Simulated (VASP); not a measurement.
# Ge (Imma) in VASP: electric field gradients with PBE

Aim: the electric field gradients of Ge with PBE.

Program: VASP 6.6.1. These are calculated values, not measurements. Logs are shortened: lines on timing, memory, paths and dates and some standing lists are left out, and cuts for length are marked.

## (1) The cell of the first run

The structure is orthorhombic, space group Imma (No. 74). The conventional cell has a = 4.992 Å, b = 5.302 Å, c = 2.874 Å, α = 90.00°, β = 90.00°, γ = 90.00°. Ge (site symmetry mm2) has 8 Ge at 2.68 to 3.08 Å within 3.5 Å.

## (2) Electric field gradients, PBE

Contents of INCAR:

```
SYSTEM = Ge
ALGO = Normal ; EDIFF = 1E-8
ENCUT = 520 ; GGA = PE
ISIF = 2 ; ISMEAR = -1
LASPH = .True. ; LCHARG = .False.
LEFG = .True. ; LREAL = .False.
LWAVE = .False. ; NBANDS = 21
NELM = 60 ; PREC = Accurate
SIGMA = 0.001
```

Contents of KPOINTS:

```
k-points
0
Gamma
  15 15 15
  0 0 0
```

Contents of POSCAR:

```
Ge
1.0
   -2.4958980000      2.6508630000      1.4369470000
    2.4958980000     -2.6508630000      1.4369470000
    2.4958980000      2.6508630000     -1.4369470000
Ge
2
Direct
    0.6859430000      0.9359430000      0.7500000000
    0.3140570000      0.0640570000      0.2500000000
```

Potentials or basis: VASP PAW PBE potentials, release 64 (Ge_d).

The run is started by

```bash
$ cat potpaw_PBE.64/Ge_d/POTCAR > POTCAR
$ mpirun -np 1 vasp_std > vasp.out
```

OUTCAR:

```text
SYSTEM = Ge
   EDIFF = 1E-8
   ENCUT = 520
   GGA = PE
   ISIF = 2
   ISMEAR = -1
   LASPH = .True.
   LREAL = .False.
   NELM = 60
   PREC = Accurate

 ion  position               nearest neighbor table
   1  0.686  0.936  0.750-   2 2.68   2 2.68   2 2.72   2 2.72
   2  0.314  0.064  0.250-   1 2.68   1 2.68   1 2.72   1 2.72

  LATTYP: Found a body centered orthorhombic cell.
 ALAT       =     2.8738940000
 B/A-ratio  =     1.7369450648
 C/A-ratio  =     1.8447882907

  Lattice vectors:

 A1 = (   2.4958980000,  -2.6508630000,   1.4369470000)
 A2 = (  -2.4958980000,  -2.6508630000,  -1.4369470000)
 A3 = (   2.4958980000,   2.6508630000,  -1.4369470000)

Analysis of symmetry for initial positions (statically):
=====================================================================
 Subroutine PRICEL returns:
 Original cell was already a primitive cell.

 Routine SETGRP: Setting up the symmetry group for a
 body centered orthorhombic supercell.

 Subroutine GETGRP returns: Found  8 space group operations
 (whereof  4 operations were pure point group operations)
 out of a pool of  8 trial point group operations.

The static configuration has the point symmetry C_2h.
 The point group associated with its full space group is D_2h.

Analysis of symmetry for dynamics (positions and initial velocities):
=====================================================================
 Subroutine PRICEL returns:
 Original cell was already a primitive cell.

 Routine SETGRP: Setting up the symmetry group for a
 body centered orthorhombic supercell.

 Subroutine GETGRP returns: Found  8 space group operations
 (whereof  4 operations were pure point group operations)
 out of a pool of  8 trial point group operations.

The dynamic configuration has the point symmetry C_2h.
 The point group associated with its full space group is D_2h.

 Subroutine INISYM returns: Found  8 space group operations
 (whereof  4 operations are pure point group operations),
 and found     1 'primitive' translations

[... 124 lines left out ...]
   LRPA    =     F    only Hartree local field effects (RPA)
 non-spin polarized calculation
  energy-cutoff  :      520.00
  volume of cell :       38.03
 maximum number of plane-waves:      1047
 NGX is ok and might be reduce to    30
   NGX = 15   NGY = 15   NGZ = 15

 number of electron      28.0000014 magnetization

 Free energy of the ion-electron system (eV)
  ---------------------------------------------------
  ext. energy  EPLUGINS =         0.00000000
  ---------------------------------------------------
  free energy    TOTEN  =        -8.55882530 eV

  energy without entropy =       -8.55882386  energy(sigma->0) =       -8.55882458

 E-fermi :   6.5150     XC(G=0): -11.1906

 val. band max:        6.5115912658   @ k =   0.1333   0.2667   0.0667
 cond. band min:       6.5184866862   @ k =  -0.2667  -0.2000   0.0667
 fundamental gap:      0.0068954204
 Fermi energy:         6.5150075167

 k-point     1 :       0.0000    0.0000    0.0000
  band No.  band energies     occupation
      1     -18.2251      2.00000
      2     -18.1497      2.00000
      3     -18.1483      2.00000
      4     -18.1445      2.00000
      5     -18.1122      2.00000
      6     -18.0733      2.00000
[... 565 lines left out ...]
     20      16.6178      0.00000
     21      17.2939      0.00000

 [... further k-points ...]

------------------------ aborting loop because EDIFF is reached ----------------------------------------

  FORCE on cell =-STRESS in cart. coord.  units (eV):
  Direction    XX          YY          ZZ          XY          YZ          ZX
  --------------------------------------------------------------------------------------
  -------------------------------------------------------------------------------------
  Total        0.3220279      0.1147916      0.3332640      0.0000000      0.0000000      0.0000000
  in kB       13.5671666      4.8362183     14.0405519      0.0000000      0.0000000      0.0000000
  external PRESSURE =      10.8146456 kB  Pullay stress =       0.0000000 kB

 VOLUME and BASIS-vectors are now :
 -----------------------------------------------------------------------------
  energy-cutoff  :      520.00
  volume of cell :       38.03
      direct lattice vectors                 reciprocal lattice vectors
    -2.495898000  2.650863000  1.436947000     0.000000000  0.188617820  0.347959946
     2.495898000 -2.650863000  1.436947000     0.200328699  0.000000000  0.347959946
     2.495898000  2.650863000 -1.436947000     0.200328699  0.188617820  0.000000000

 POSITION                                       TOTAL-FORCE (eV/Angst)
 -----------------------------------------------------------------------------------
      2.49590      1.32543      1.25285         0.000000     -0.000000     -0.035659
      0.00000      1.32543      0.18409        -0.000000      0.000000      0.035659
 -----------------------------------------------------------------------------------
    total drift:                               -0.000000     -0.000000      0.000000

  FREE ENERGIE OF THE ION-ELECTRON SYSTEM (eV)
  ---------------------------------------------------
  free  energy   TOTEN  =        -8.5588252985 eV

  energy  without entropy=       -8.5588238600  energy(sigma->0) =       -8.55882458

 Electric field gradients (V/A^2)
---------------------------------------------------------------------
 ion       V_xx      V_yy      V_zz      V_xy      V_xz      V_yz
---------------------------------------------------------------------
   1       6.578   -36.120    29.542     0.003     0.003     0.002
   2       6.578   -36.120    29.542     0.003     0.003     0.002
---------------------------------------------------------------------

 Electric field gradients after diagonalization (V/A^2)
 (convention: |V_zz| > |V_xx| > |V_yy|)
----------------------------------------------------------------------
 ion       V_xx      V_yy      V_zz     asymmetry (V_yy - V_xx)/ V_zz
----------------------------------------------------------------------
   1      29.542     6.578   -36.120       0.636
   2      29.542     6.578   -36.120       0.636
----------------------------------------------------------------------

           NMR quadrupolar parameters

 Cq : quadrupolar parameter    Cq=e*Q*V_zz/h
 eta: asymmetry parameters     (V_yy - V_xx)/ V_zz
 Q  : nuclear electric quadrupole moment in mb (millibarn)
----------------------------------------------------------------------
 ion       Cq(MHz)       eta       Q (mb)
----------------------------------------------------------------------
   1      -0.087       0.636       1.000
   2      -0.087       0.636       1.000
----------------------------------------------------------------------
```

OSZICAR:

```text
N       E                     dE             d eps       ncg     rms          rms(c)
DAV:   1     0.174007187427E+03    0.17401E+03   -0.14223E+04 24634   0.378E+03
DAV:   2     0.150956885059E+02   -0.15891E+03   -0.15411E+03 21594   0.587E+02
DAV:   3    -0.792007277611E+01   -0.23016E+02   -0.22814E+02 24512   0.132E+02
DAV:   4    -0.856653352524E+01   -0.64646E+00   -0.64600E+00 24129   0.256E+01
DAV:   5    -0.857609450147E+01   -0.95610E-02   -0.95607E-02 24395   0.342E+00    0.200E+00
DAV:   6    -0.856375262147E+01    0.12342E-01   -0.18252E-02 29199   0.228E+00    0.113E+00
DAV:   7    -0.855894584552E+01    0.48068E-02   -0.13498E-02 29290   0.174E+00    0.108E-01
DAV:   8    -0.855882083548E+01    0.12501E-03   -0.20591E-03 27371   0.795E-01    0.385E-02
DAV:   9    -0.855882629196E+01   -0.54565E-05   -0.61810E-05 27721   0.106E-01    0.107E-02
DAV:  10    -0.855882570034E+01    0.59161E-06   -0.35771E-06 28495   0.239E-02    0.189E-03
DAV:  11    -0.855882538621E+01    0.31413E-06   -0.15106E-07 25582   0.495E-03    0.364E-04
DAV:  12    -0.855882533329E+01    0.52927E-07   -0.35868E-08 24602   0.355E-03    0.169E-04
DAV:  13    -0.855882530269E+01    0.30600E-07   -0.13445E-09 14782   0.448E-04    0.345E-05
DAV:  14    -0.855882529854E+01    0.41491E-08   -0.79097E-10 13087   0.548E-04
   1 F= -.85588253E+01 E0= -.85588246E+01  d E =-.143854E-05
```

stdout:

```text
POSCAR found type information on POSCAR Ge
 POSCAR found :  1 types and       2 ions
 scaLAPACK will be used
 LDA part: xc-table for (Slater+PW92), standard interpolation
 POSCAR, INCAR and KPOINTS ok, starting setup
 FFT: planning ... GRIDC
 FFT: planning ... GRID_SOFT
 FFT: planning ... GRID
 WAVECAR not read
 entering main loop
ion   1

ion   2
```

It took 3 min on 1 thread of Intel Xeon 6975P-C (Granite Rapids), shared host; peak memory 0.42 GiB.

What came out:

* Free energy: -8.5588 eV
* Pressure: 1.1 GPa
* Largest force: 0.036 eV/Å
* Band gap on the k mesh: zero (band 14 reaches 8.92 eV, above the bottom of band 15 at 3.09 eV)

Forces in eV/Å, atoms in the order of the input:
```
Ge   0.000  0.000 -0.036
Ge   0.000  0.000  0.036
```

Stress tensor (GPa, compression positive):
```
1.36 0.00 0.00
0.00 0.48 0.00
0.00 0.00 1.40
```

Levels at points of the mesh, in eV from the Fermi level:
```tsv
k point	band 11	band 12	band 13	band 14	band 15	band 16	band 17	band 18
(0.00, 0.00, 0.00)	-13.08	-3.80	-2.33	-1.88	3.49	6.97	7.19	7.92
```

Electric field gradients, principal values (V/Å²):
```
atom  least  middle  greatest (by size)
1 Ge  6.578  29.542             -36.120
2 Ge  6.578  29.542             -36.120
```

Caveat: without QUAD_EFG the Cq values of the log hold for a quadrupole moment of 1 mb, not for the nuclei.
